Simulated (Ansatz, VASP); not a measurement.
# One calculation of HfO2, two programs

The input POSCAR:

```
HfO2
1.0
    0.0000000000      2.5575000000      2.5575000000
    2.5575000000      0.0000000000      2.5575000000
    2.5575000000      2.5575000000      0.0000000000
Hf O
1 2
Direct
   -0.0146627566      0.0146627566      0.0146627566
    0.2500000000      0.2500000000      0.2500000000
    0.7500000000      0.7500000000      0.7500000000
```

The input INCAR.step1:

```
ALGO = Normal
EDIFF = 1E-4
ENCUT = 520
GGA = PE
ISMEAR = 0
LASPH = True
LCHARG = False
LREAL = False
LWAVE = True
NBANDS = 18
NELM = 100
PREC = Accurate
SIGMA = 0.05
```

Contents of INCAR.step2:

```
ALGO = Normal
EDIFF = 1E-6
ENCUT = 520
ISIF = 2
ISMEAR = 0
ISTART = 1
LASPH = True
LCHARG = True
LELF = True
LMIXTAU = True
LREAL = False
LVHAR = True
LWAVE = False
METAGGA = R2SCAN
NBANDS = 18
NELM = 100
PREC = Accurate
SIGMA = 0.05
```

The input KPOINTS:

```
k-points
0
Gamma
  8 8 8
```

Input for Ansatz:

```yaml
crystal:
  lattice:
    - [0.0, 2.5575, 2.5575]
    - [2.5575, 0.0, 2.5575]
    - [2.5575, 2.5575, 0.0]
  atoms:
    - { symbol: Hf, position: [-0.0146627566, 0.0146627566, 0.0146627566] }
    - { symbol: O, position: [0.25, 0.25, 0.25] }
    - { symbol: O, position: [0.75, 0.75, 0.75] }
basis:
  ecutwfc: 500
kpoints:
  mp_grid: { grid: [8, 8, 8] }
hamiltonian:
  xc: r2scan
scf:
  occupations: { method: gaussian, width: 0.05 }
output:
  forces: true
  stress: true
  eigenvalues: true
```

Change from the starting cell: all Hf atoms moved +0.075 Å, as atom 1 along Cartesian [1 0 0].

Alike in both runs: task single point; functional r2SCAN; k mesh 8 × 8 × 8; occupations gaussian, width 0.05 eV; no spin polarisation.

|  | VASP | Ansatz |
| --- | --- | --- |
| version | VASP 6.6.1 | Ansatz 0.2.0 |
| potentials or method | VASP PAW PBE potentials, release 64 (Hf_pv, O), cutoff 520 eV | scalar-relativistic, plane waves, PAW |
| valence electrons in the cell | 22 | 38 |

|  | VASP | Ansatz | Ansatz less VASP |
| --- | --- | --- | --- |
| gap on the k mesh at the Fermi level (eV) | 4.22 | 4.22 | -0.002 |
| least direct gap on the mesh (eV) | 4.22 | 4.22 | -0.002 |
| pressure (GPa) | -11.4 | -7.9 | +3.56 |
| traceless stress, the component that is largest in VASP (GPa) | 0.10 | 0.08 | -0.020 |
| rms of the force components (eV/Å) | 0.117 | 0.133 | +0.0162 |

VASP's potentials were made for PBE, not for r2SCAN. Atom by atom the forces differ by 0.016 eV/Å (rms over components). VASP's potentials hold 22 valence electrons a cell and Ansatz's 38, so a difference there can come from the potentials and not from the codes.

Neither program's run includes spin-orbit coupling.
